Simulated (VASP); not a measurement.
# AlAs2 (P4/nmm) in VASP: a series of runs

AlAs2 is run at these levels: PBE; tasks: single point, relaxation of cell and atoms.

All numbers are computed with VASP 6.6.1; they aren't measurements. Logs are shortened: lines on timing, memory, paths and dates and some standing lists are left out, and cuts for length are marked.

## Step 1: The cell of the first run

It takes space group P4/nmm (No. 129, tetragonal). The conventional cell has a = 4.244 Å, b = 4.244 Å, c = 7.574 Å, α = 90.00°, β = 90.00°, γ = 90.00°. Within 3.2 Å of Al (site symmetry 4mm) lie 5 As at 2.42 to 2.58 Å. As (site symmetry -4m2) has 4 Al at 2.58 Å and 4 As at 3.00 Å within 3.4 Å. Within 3.2 Å of As (site symmetry 4mm) lie 1 Al at 2.42 Å and 4 As at 3.01 Å.

## Step 2: Single point, PBE

The input, INCAR:

```
SYSTEM = AlAs2
PREC = Accurate ; ENCUT = 520
EDIFF = 1E-7 ; ISMEAR = 0
SIGMA = 0.1 ; LREAL = .False.
LASPH = .True. ; NELM = 80
ALGO = Normal ; ISIF = 2
LWAVE = .False. ; LCHARG = .True.
GGA = PE ; LELF = .True.
LVHAR = .True. ; NBANDS = 22
```

The input, KPOINTS:

```
Automatic mesh
0
Gamma
  10 10 6
  0 0 0
```

The input, POSCAR:

```
AlAs2
1.0
    4.2435059703      0.0000000000      0.0000000000
    0.0000000000      4.2435059703      0.0000000000
    0.0000000000      0.0000000000      7.5741503938
Al As
2 4
Direct
    0.0000000000      0.5000000000      0.8058424363
    0.5000000000      0.0000000000      0.1941575637
    0.0000000000      0.0000000000      0.0000000000
    0.5000000000      0.5000000000      0.0000000000
    0.0000000000      0.5000000000      0.4866819473
    0.5000000000      0.0000000000      0.5133180527
```

Potentials or basis: VASP PAW PBE potentials, release 64 (Al, As).

Launch:

```console
$ cat potpaw_PBE.64/Al/POTCAR potpaw_PBE.64/As/POTCAR > POTCAR
$ mpirun -np 1 vasp_std > vasp.out
```

OUTCAR:

```text
SYSTEM = AlAs2
   PREC = Accurate
   ENCUT = 520
   EDIFF = 1E-7
   ISMEAR = 0
   LREAL = .False.
   LASPH = .True.
   NELM = 80
   ISIF = 2
   GGA = PE

 ion  position               nearest neighbor table
   1  0.000  0.500  0.806-   5 2.42   4 2.58   3 2.58   3 2.58   4 2.58
   2  0.500  0.000  0.194-   6 2.42   4 2.58   3 2.58   4 2.58   3 2.58
   3  0.000  0.000  0.000-   1 2.58   2 2.58   1 2.58   2 2.58
   4  0.500  0.500  0.000-   1 2.58   2 2.58   2 2.58   1 2.58
   5  0.000  0.500  0.487-   1 2.42
   6  0.500  0.000  0.513-   2 2.42

  LATTYP: Found a simple tetragonal cell.
 ALAT       =     4.2435059703
 C/A-ratio  =     1.7848803435

  Lattice vectors:

 A1 = (   4.2435059703,   0.0000000000,   0.0000000000)
 A2 = (   0.0000000000,   4.2435059703,   0.0000000000)
 A3 = (   0.0000000000,   0.0000000000,   7.5741503938)

Analysis of symmetry for initial positions (statically):
=====================================================================
 Subroutine PRICEL returns:
 Original cell was already a primitive cell.

 Routine SETGRP: Setting up the symmetry group for a
 simple tetragonal supercell.

 Subroutine GETGRP returns: Found 16 space group operations
 (whereof  8 operations were pure point group operations)
 out of a pool of 16 trial point group operations.

The static configuration has the point symmetry D_2d.
 The point group associated with its full space group is D_4h.

Analysis of symmetry for dynamics (positions and initial velocities):
=====================================================================
 Subroutine PRICEL returns:
 Original cell was already a primitive cell.

 Routine SETGRP: Setting up the symmetry group for a
 simple tetragonal supercell.

 Subroutine GETGRP returns: Found 16 space group operations
 (whereof  8 operations were pure point group operations)
 out of a pool of 16 trial point group operations.

The dynamic configuration has the point symmetry D_2d.
 The point group associated with its full space group is D_4h.

 Subroutine INISYM returns: Found 16 space group operations
 (whereof  8 operations are pure point group operations),
 and found     1 'primitive' translations

----------------------------------------------------------------------------------------

                                     Primitive cell

  volume of cell :     136.3903

  direct lattice vectors                    reciprocal lattice vectors
     4.243505970  0.000000000  0.000000000     0.235654199  0.000000000  0.000000000
     0.000000000  4.243505970  0.000000000     0.000000000  0.235654199  0.000000000
     0.000000000  0.000000000  7.574150394     0.000000000  0.000000000  0.132028009

  length of vectors
     4.243505970  4.243505970  7.574150394     0.235654199  0.235654199  0.132028009

  position of ions in fractional coordinates (direct lattice)
     0.000000000  0.500000000  0.805842436
     0.500000000  0.000000000  0.194157564
     0.000000000  0.000000000  0.000000000
     0.500000000  0.500000000  0.000000000
     0.000000000  0.500000000  0.486681947
     0.500000000  0.000000000  0.513318053

  ion indices of the primitive-cell ions
   primitive index   ion index
                 1           1
                 2           2
                 3           3
                 4           4
                 5           5
                 6           6

----------------------------------------------------------------------------------------

 KPOINTS: Automatic mesh

Automatic generation of k-mesh.
 Grid dimensions read from file:
 generate k-points for:   10   10    6

 Generating k-lattice:

  Cartesian coordinates                     Fractional coordinates (reciprocal lattice)
     0.023565420  0.000000000  0.000000000     0.100000000  0.000000000  0.000000000
     0.000000000  0.023565420  0.000000000     0.000000000  0.100000000  0.000000000
     0.000000000  0.000000000  0.022004668     0.000000000  0.000000000  0.166666667

  Length of vectors
     0.023565420  0.023565420  0.022004668

  Shift w.r.t. Gamma in fractional coordinates (k-lattice)
     0.000000000  0.000000000  0.000000000

 Subroutine IBZKPT returns following result:
 ===========================================

 Found     84 irreducible k-points:

 Following reciprocal coordinates:
            Coordinates               Weight
  0.000000  0.000000  0.000000      1.000000
  0.100000  0.000000  0.000000      4.000000
  0.200000  0.000000  0.000000      4.000000
  0.300000  0.000000  0.000000      4.000000
  0.400000  0.000000  0.000000      4.000000
  0.500000  0.000000  0.000000      2.000000
[... 16 lines left out ...]
  0.100000  0.000000  0.166667      8.000000
  0.200000  0.000000  0.166667      8.000000
 [... further k-points ...]
   k-points           NKPTS =     84   k-points in BZ     NKDIM =     84   number of bands    NBANDS=     22
   number of dos      NEDOS =    301   number of ions     NIONS =      6
   total plane-waves  NPLWV =  57344
   dimension x,y,z NGX =    32 NGY =   32 NGZ =   56
   dimension x,y,z NGXF=    64 NGYF=   64 NGZF=  112
   ions per type =               2   4
   NGX,Y,Z   is equivalent  to a cutoff of  12.54, 12.54, 12.29 a.u.
   NGXF,Y,Z  is equivalent  to a cutoff of  25.07, 25.07, 24.58 a.u.
 SYSTEM =  AlAs2
   PREC   = accura    normal or accurate (medium, high low for compatibility)
   ISTART =      0    job   : 0-new  1-cont  2-samecut
   ICHARG =      2    charge: 1-file 2-atom 10-const
   ISPIN  =      1    spin polarized calculation?
   LNONCOLLINEAR =      F non collinear calculations
   LSORBIT =      F    spin-orbit coupling
   LASPH  =      T    aspherical Exc in radial PAW
   ENCUT  =  520.0 eV  38.22 Ry    6.18 a.u.   7.89  7.89 14.08*2*pi/ulx,y,z
   NELM   =     80;   NELMIN=  2; NELMDL= -5     # of ELM steps
   EDIFF  = 0.1E-06   stopping-criterion for ELM
   LREAL  =      F    real-space projection
   EDIFFG = 0.1E-05   stopping-criterion for IOM
   NSW    =      0    number of steps for IOM
   IBRION =     -1    ionic relax: 0-MD 1-quasi-New 2-CG
   NFREE  =      0    steps in history (QN), initial steepest desc. (CG)
   ISIF   =      2    stress and relaxation
   ISYM   =      2    0-nonsym 1-usesym 2-fastsym
   POTIM  = 0.5000    time-step for ionic-motion
   TEBEG  =    0.0;   TEEND  =   0.0 temperature during run
   PSTRESS=    0.0 pullay stress
   NELECT =      26.0000    total number of electrons
   NUPDOWN=      -1.0000    fix difference up-down
   EMIN   =  10.00;   EMAX   =-10.00  energy-range for DOS
   EFERMI =   0.00;   METHOD = LEGACY
   ISMEAR =     0;   SIGMA  =   0.10  broadening in eV -4-tet -1-fermi 0-gaus
   EFERMI_NEDOS =   21; number of points for ismear=-14 and -15
   IALGO  =     38    algorithm
   IMIX   =      4    mixing-type and parameters
     AMIX     =   0.40;   BMIX     =  1.00
     AMIX_MAG =   1.60;   BMIX_MAG =  1.00
  volume/ion in A,a.u.               =      22.73       153.40
  Fermi-wavevector in a.u.,A,eV,Ry     =   0.942189  1.780479 12.078169  0.887720
  Thomas-Fermi vector in A             =   2.069774
   LORBIT       =      0    0 simple, 1 ext, 2 COOP (PROOUT), +10 PAW based schemes
   GGA     = PE    functional components
   LHFCALC =     F    Hartree Fock is set to
   AEXX    =    0.0000 exact exchange contribution
   IVDW    =     0    specifies the selected vdW correction
   LEPSILON=     F    determine dielectric tensor
   LRPA    =     F    only Hartree local field effects (RPA)
 non-spin polarized calculation
 Gauss-broadening in eV      SIGMA  =   0.10
  energy-cutoff  :      520.00
  volume of cell :      136.39
 maximum number of plane-waves:      3696
 NGX is ok and might be reduce to    32
   NGX = 15   NGY = 15   NGZ = 29

 number of electron      26.0000000 magnetization

 Free energy of the ion-electron system (eV)
  ---------------------------------------------------
  ext. energy  EPLUGINS =         0.00000000
  ---------------------------------------------------
  free energy    TOTEN  =       -26.03002462 eV

  energy without entropy =      -26.02000113  energy(sigma->0) =      -26.02501287

 E-fermi :   4.5027     XC(G=0):  -9.3529

 val. band max:        4.4960529503   @ k =   0.3000   0.1000   0.1667
 cond. band min:       4.5125291677   @ k =   0.2000   0.0000   0.3333
 fundamental gap:      0.0164762174
 Fermi energy:         4.5027404596

 k-point     1 :       0.0000    0.0000    0.0000
  band No.  band energies     occupation
      1      -9.0374      2.00000
      2      -7.4841      2.00000
      3      -4.1195      2.00000
      4      -3.7995      2.00000
      5      -2.2500      2.00000
      6      -0.0269      2.00000
[... 14 lines left out ...]
     21       8.4897      0.00000
     22       9.4878      0.00000

 k-point     2 :       0.1000    0.0000    0.0000
  band No.  band energies     occupation
      1      -8.9642      2.00000
      2      -7.4193      2.00000
      3      -4.3591      2.00000
      4      -3.9349      2.00000
      5      -2.2097      2.00000
      6       0.0524      2.00000
[... 14 lines left out ...]
     21       8.7577      0.00000
     22       9.9977      0.00000

 k-point     3 :       0.2000    0.0000    0.0000
  band No.  band energies     occupation
      1      -8.7456      2.00000
      2      -7.2268      2.00000
      3      -4.9783      2.00000
      4      -4.2922      2.00000
      5      -2.0452      2.00000
      6       0.2894      2.00000
[... 14 lines left out ...]
     21       9.2622      0.00000
     22       9.9446      0.00000

 k-point     4 :       0.3000    0.0000    0.0000
  band No.  band energies     occupation
      1      -8.3850      2.00000
      2      -6.9123      2.00000
      3      -5.7569      2.00000
      4      -4.8076      2.00000
      5      -1.7115      2.00000
      6       0.6809      2.00000
[... 14 lines left out ...]
     21       9.3647      0.00000
     22      10.1258      0.00000

 k-point     5 :       0.4000    0.0000    0.0000
  band No.  band energies     occupation
      1      -7.8889      2.00000
      2      -6.5454      2.00000
      3      -6.4869      2.00000
      4      -5.3927      2.00000
      5      -1.2083      2.00000
      6       0.2420      2.00000
[... 14 lines left out ...]
     21       9.4177      0.00000
     22      10.0411      0.00000

 k-point     6 :       0.5000    0.0000    0.0000
  band No.  band energies     occupation
      1      -7.2688      2.00000
      2      -7.2688      2.00000
      3      -5.9698      2.00000
      4      -5.9698      2.00000
      5      -0.5508      2.00000
      6      -0.5508      2.00000
[... 14 lines left out ...]
     21      10.4154      0.00000
     22      10.4154      0.00000

 k-point     7 :       0.1000    0.1000    0.0000
  band No.  band energies     occupation
      1      -8.8914      2.00000
      2      -7.3554      2.00000
      3      -4.5301      2.00000
      4      -4.0653      2.00000
      5      -2.1779      2.00000
      6      -0.2954      2.00000
[... 324 lines left out ...]
      6      -2.3521      2.00000
[... 14 lines left out ...]
     21       9.0878      0.00000
     22       9.0878      0.00000

 k-point    21 :       0.5000    0.5000    0.0000
  band No.  band energies     occupation
      1      -6.5041      2.00000
      2      -6.5041      2.00000
      3      -5.6858      2.00000
      4      -5.6858      2.00000
      5      -2.5606      2.00000
      6      -2.5606      2.00000
[... 14 lines left out ...]
     21       9.2718      0.00000
     22       9.2718      0.00000

 k-point    22 :       0.0000    0.0000    0.1667
  band No.  band energies     occupation
      1      -9.0234      2.00000
      2      -7.5217      2.00000
      3      -4.1194      2.00000
      4      -3.7766      2.00000
      5      -2.1116      2.00000
      6      -0.0168      2.00000
[... 14 lines left out ...]
     21       8.6079      0.00000
     22       9.3539      0.00000

 k-point    23 :       0.1000    0.0000    0.1667
  band No.  band energies     occupation
      1      -8.9502      2.00000
      2      -7.4567      2.00000
      3      -4.3573      2.00000
      4      -3.9176      2.00000
      5      -2.0710      2.00000
      6       0.0625      2.00000
[... 14 lines left out ...]
     21       8.9019      0.00000
     22       9.6918      0.00000

 k-point    24 :       0.2000    0.0000    0.1667
  band No.  band energies     occupation
      1      -8.7318      2.00000
      2      -7.2635      2.00000
      3      -4.9707      2.00000
      4      -4.2903      2.00000
      5      -1.9058      2.00000
      6       0.2994      2.00000
[... 14 lines left out ...]
     21       9.0856      0.00000
     22       9.8780      0.00000

 [... further k-points ...]

------------------------ aborting loop because EDIFF is reached ----------------------------------------

  FORCE on cell =-STRESS in cart. coord.  units (eV):
  Direction    XX          YY          ZZ          XY          YZ          ZX
  --------------------------------------------------------------------------------------
  -------------------------------------------------------------------------------------
  Total        0.1126436      0.1126436      0.1352257      0.0000000     -0.0000000      0.0000000
  in kB        1.3232243      1.3232243      1.5884969      0.0000000     -0.0000000      0.0000000
  external PRESSURE =       1.4116485 kB  Pullay stress =       0.0000000 kB

 VOLUME and BASIS-vectors are now :
 -----------------------------------------------------------------------------
  energy-cutoff  :      520.00
  volume of cell :      136.39
      direct lattice vectors                 reciprocal lattice vectors
     4.243505970  0.000000000  0.000000000     0.235654199  0.000000000  0.000000000
     0.000000000  4.243505970  0.000000000     0.000000000  0.235654199  0.000000000
     0.000000000  0.000000000  7.574150394     0.000000000  0.000000000  0.132028009

 POSITION                                       TOTAL-FORCE (eV/Angst)
 -----------------------------------------------------------------------------------
      0.00000      2.12175      6.10357        -0.000000     -0.000000     -0.004447
      2.12175      0.00000      1.47058        -0.000000      0.000000      0.004447
      0.00000      0.00000      0.00000        -0.000000      0.000000     -0.000000
      2.12175      2.12175      0.00000         0.000000     -0.000000     -0.000000
      0.00000      2.12175      3.68620        -0.000000     -0.000000     -0.020102
      2.12175      0.00000      3.88795        -0.000000      0.000000      0.020102
 -----------------------------------------------------------------------------------
    total drift:                                0.000000     -0.000000     -0.000000

  FREE ENERGIE OF THE ION-ELECTRON SYSTEM (eV)
  ---------------------------------------------------
  free  energy   TOTEN  =       -26.0300246161 eV

  energy  without entropy=      -26.0200011316  energy(sigma->0) =      -26.02501287
```

It took 1.9 min on 1 thread of AMD EPYC 9R45 (Zen 5), shared host; peak memory 0.33 GiB.

Results:

```
Free energy            : -26.0300 eV
Pressure               : 0.1 GPa
Largest force          : 0.020 eV/Å
Band gap on the k mesh : zero (bands 13 and 14 overlap by 3.51 eV)
```

Forces in eV/Å, atoms in the order of the input:
```
Al   0.000  0.000 -0.004
Al   0.000  0.000  0.004
As   0.000  0.000  0.000
As   0.000  0.000  0.000
As   0.000  0.000 -0.020
As   0.000  0.000  0.020
```

## Step 3: Relaxation of cell and atoms, PBE

This run uses another cell than the first one, of 22.47 Å³/atom.

The input, INCAR:

```
SYSTEM = AlAs2
PREC = Accurate ; ENCUT = 600
EDIFF = 1E-6 ; ISMEAR = 0
SIGMA = 0.1 ; LREAL = .FALSE.
LASPH = .TRUE. ; NELM = 100
ALGO = Normal ; ISIF = 3
LWAVE = .FALSE. ; LCHARG = .FALSE.
GGA = PE ; IBRION = 2
NSW = 100 ; EDIFFG = -0.01
```

The input, KPOINTS:

```
regular mesh
0
G
  10 10 6
  0 0 0
```

The input, POSCAR:

```
AlAs2
1.0
    4.2268845141      0.0000000000      0.0000000000
    0.0000000000      4.2268845141      0.0000000000
    0.0000000000      0.0000000000      7.5473244836
Al As
2 4
Direct
    0.0000000000      0.5000000000      0.8026723396
    0.5000000000      0.0000000000      0.1973276604
    0.0000000000      0.0000000000      0.0000000000
    0.5000000000      0.5000000000      0.0000000000
    0.0000000000      0.5000000000      0.4837123305
    0.5000000000      0.0000000000      0.5162876695
```

Potentials or basis: VASP PAW PBE potentials, release 64 (Al, As).

Launch:

```console
$ cat potpaw_PBE.64/Al/POTCAR potpaw_PBE.64/As/POTCAR > POTCAR
$ mpirun -np 1 vasp_std > vasp.out
```

Wall time 11 min (1 thread of AMD EPYC 9R45 (Zen 5), shared host); peak memory 0.39 GiB.

The run converged. Its results:

* Free energy: -26.0303 eV
* Relaxed volume: 22.77 Å³/atom
* Relaxed cell: a = 4.247 Å, b = 4.247 Å, c = 7.575 Å, α = 90.00°, β = 90.00°, γ = 90.00°
* Space group after relaxing (to 0.1 Å): P4/nmm (No. 129)
* Energy gained by relaxing: 0.6 meV/atom
* Ionic steps: 14
* Pressure after relaxing: 0.0 GPa
* Largest force after relaxing: 0.005 eV/Å
* Band gap on the k mesh: zero (bands 13 and 14 overlap by 3.50 eV)

Forces in eV/Å, atoms in the order of the input:
```
Al   0.000  0.000 -0.005
Al   0.000  0.000  0.005
As   0.000  0.000  0.000
As   0.000  0.000  0.000
As   0.000  0.000  0.001
As   0.000  0.000 -0.001
```

Step by step:
```
step  energy change (eV)  largest force (eV/Å)  pressure (GPa)  volume (Å³)
   1              0.0000                0.0935            0.45       134.84
   2             -0.0020                0.0557           -0.14       136.08
   3             -0.0020                0.0558           -0.08       135.94
   4             -0.0027                0.0528           -0.04       135.97
   5             -0.0029                0.0514           -0.01       135.99
   6             -0.0032                0.0356            0.02       135.97
   7             -0.0032                0.0376            0.02       135.96
   8             -0.0034                0.0300            0.03       136.03
   9             -0.0037                0.0068            0.06       136.23
  10             -0.0036                0.0410            0.11       136.63
  11             -0.0038                0.0130            0.08       136.39
  12             -0.0038                0.0124           -0.02       136.67
  13             -0.0038                0.0108            0.00       136.63
  14             -0.0039                0.0051            0.00       136.63
```

Final structure:
```
CELL_PARAMETERS angstrom
4.24695 0.00000 0.00000
0.00000 4.24695 0.00000
0.00000 0.00000 7.57535
ATOMIC_POSITIONS crystal
Al 0.00000 0.50000 0.80577
Al 0.50000 0.00000 0.19423
As 0.00000 0.00000 0.00000
As 0.50000 0.50000 0.00000
As 0.00000 0.50000 0.48640
As 0.50000 0.00000 0.51360
```

Levels at points of the mesh, in eV from the Fermi level:
```csv
k point,band 9,band 10,band 11,band 12,band 13,band 14,band 15,band 16,band 17
"(0.00, 0.00, 0.00)",-2.41,-2.41,-1.47,-0.39,0.65,0.74,0.74,1.20,3.31
"(0.50, 0.00, 0.00)",-2.34,-2.34,-1.30,-1.30,-0.50,-0.50,-0.45,-0.45,2.58
"(0.50, 0.50, 0.00)",-3.15,-3.15,-2.95,-2.95,2.44,2.44,3.58,3.58,4.34
"(0.00, 0.00, 0.50)",-2.57,-2.57,-0.83,-0.45,0.87,1.02,1.02,3.14,3.32
"(0.50, 0.00, 0.50)",-2.56,-2.56,-1.90,-1.90,-0.58,-0.58,-0.26,-0.26,3.91
"(0.50, 0.50, 0.50)",-2.42,-2.42,-2.37,-2.37,0.78,0.78,1.93,1.93,3.58
```
